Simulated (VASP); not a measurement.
A run of VASP 6.6.1 is set up as follows.

Contents of INCAR:

```
PREC     = Accurate       # precision mode
ENCUT    = 520            # plane-wave cutoff, eV
EDIFF    = 1E-6           # SCF threshold, eV
ISMEAR   = 0              # smearing method
SIGMA    = 0.05           # smearing width, eV
LREAL    = Auto         
LASPH    = True           # aspherical terms in the spheres
NELM     = 80             # most SCF steps
ALGO     = Normal         # electronic algorithm
ISIF     = 2              # what is computed and relaxed
LWAVE    = False          # write WAVECAR
LCHARG   = False          # write CHGCAR
GGA      = PE             # functional
NBANDS   = 32             # bands
```

The input KPOINTS:

```
regular mesh
0
Gamma
  5 6 4
```

POSCAR

```
Be16C
1.0
   -2.2900000000     -3.9663960000      0.0000000000
    3.4350000000     -1.9831980000      0.0000000000
    0.0000000000      0.0000000000      7.1768600000
Be C
16 1
Direct
    0.7498414408      0.5310394752      0.0081358543
    0.5064967672      0.3386387373      0.2570506718
    0.7498547903      0.4975296443      0.4941013614
    0.5197540549      0.3239891376      0.7419108405
    0.5198159134      0.0091851110      0.0088930358
    0.2498721193      0.8346275472      0.2566910820
    0.5065369554     -0.0052760065      0.4936385868
    0.2498951590      0.8402581287      0.7305189060
    0.2498207907      0.4925892426      0.0199702402
   -0.0068101576      0.3386198220      0.2570509033
    0.2498587175      0.4986188317      0.4939761527
   -0.0200070253      0.3239805276      0.7418707257
   -0.0201431438      0.0092125868      0.0089005411
    0.7498369597      0.8358070321      0.2566393522
   -0.0067984426     -0.0053077203      0.4936438341
    0.7498679061      0.8022142782      0.7426567523
    0.2498469650      0.1662392544      0.8753316799
```

Potentials or basis: VASP PAW PBE potentials, release 64 (Be, C).

The run is started by

```console
$ cat potpaw_PBE.64/Be/POTCAR potpaw_PBE.64/C/POTCAR > POTCAR
$ mpirun -np 1 vasp_std > vasp.out
```

Task: Predict the band gap on the k mesh.

Result: Zero (bands 18 and 19 overlap by 1.09 eV).

Task: Estimate the pressure.

Result: 9.3 GPa.

Task: Estimate the largest force.

Result: 0.017 eV/Å.

Stress tensor (GPa, compression positive):
```
 4.88  1.74  2.74
 1.74  6.88 -1.58
 2.74 -1.58 16.16
```
